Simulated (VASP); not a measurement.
A run of VASP 6.6.1 is set up as follows.

The input INCAR:

```
SYSTEM = Na3ZrB
PREC = Accurate
ENCUT = 520
EDIFF = 1E-6
ISMEAR = 0
SIGMA = 0.1
LREAL = .False.
LASPH = .True.
NELM = 80
ALGO = Fast
ISIF = 2
LWAVE = .False.
LCHARG = .False.
GGA = PE
NBANDS = 47
```

Contents of KPOINTS:

```
regular mesh
0
Gamma
  3 3 4
  0 0 0
```

Contents of POSCAR:

```
Na3ZrB
1.0
    6.9788023840      0.0000000000      0.0000000000
   -3.4894011920      6.0438201525      0.0000000000
    0.0000000000      0.0000000000      5.6265052206
Na Zr B
6 2 2
Direct
    0.1793097324      0.3586194649      0.2500000000
    0.8206902676      0.1793097324      0.7500000000
    0.8206902676      0.6413805351      0.7500000000
    0.1793097324      0.8206902676      0.2500000000
    0.6413805351      0.8206902676      0.2500000000
    0.3586194649      0.1793097324      0.7500000000
    0.3333333333      0.6666666667      0.7500000000
    0.6666666667      0.3333333333      0.2500000000
    0.0000000000      0.0000000000      0.5000000000
    0.0000000000      0.0000000000      0.0000000000
```

Potentials or basis: VASP PAW PBE potentials, release 64 (Na_pv, Zr_sv, B).

Command:

```sh
$ cat potpaw_PBE.64/Na_pv/POTCAR potpaw_PBE.64/Zr_sv/POTCAR potpaw_PBE.64/B/POTCAR > POTCAR
$ mpirun -np 1 vasp_std > vasp.out
```

Problem. Estimate the band gap on the k mesh.

Solution. Zero (bands 36 and 37 overlap by 0.20 eV).

Problem. Estimate the largest force.

Solution. 0.003 eV/Å.

Problem. Estimate the pressure.

Solution. 0.1 GPa.

Stress tensor (GPa, compression positive):
```
0.15 0.00 0.00
0.00 0.15 0.00
0.00 0.00 0.01
```
